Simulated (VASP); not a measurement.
Here is a VASP 6.6.1 calculation.

The input INCAR:

```
  PREC = Accurate
  ENCUT = 600
  EDIFF = 1E-6
  ISMEAR = 0
  SIGMA = 0.01
  LREAL = False
  LASPH = True
  NELM = 100
  ALGO = Normal
  ISIF = 3
  LWAVE = False
  LCHARG = False
  GGA = CA
  IBRION = 2
  NSW = 80
  EDIFFG = -0.001
  PSTRESS = 30.0
```

KPOINTS

```
Automatic mesh
0
Gamma
  10 10 10
```

The input POSCAR:

```
AlN
1.0
    0.0000000000      2.1711406870      2.1711406870
    2.1711406870      0.0000000000      2.1711406870
    2.1711406870      2.1711406870      0.0000000000
Al N
1 1
Direct
    0.0000000000      0.0000000000      0.0000000000
    0.7500000000      0.7500000000      0.7500000000
```

Potentials or basis: VASP PAW LDA potentials, release 64 (Al, N).

Launch:

```bash
$ cat potpaw_LDA.64/Al/POTCAR potpaw_LDA.64/N/POTCAR > POTCAR
$ mpirun -np 1 vasp_std > vasp.out
```

Question: Estimate the band gap on the k mesh.

Answer: 3.24 eV, indirect (least direct gap 4.50 eV).

Question: What does it give for the relaxed cell?

Answer: a = 3.059 Å, b = 3.059 Å, c = 3.059 Å, α = 60.00°, β = 60.00°, γ = 60.00°.

Question: Predict the space group after relaxing (to 0.05 Å).

Answer: F-43m (No. 216).

Question: What does it give for the relaxed volume?

Answer: 10.12 Å³/atom.

The path:
```csv
step,energy change (eV),largest force (eV/Å),pressure (GPa),volume (Å³)
1,0.0000,0.0000,0.56,20.47
2,0.0086,0.0000,5.59,20.01
3,0.0025,0.0000,3.00,20.24
```

Caveat: the cell is relaxed towards a set pressure, so the enthalpy falls and the energy may rise. A k mesh can miss the band edges.
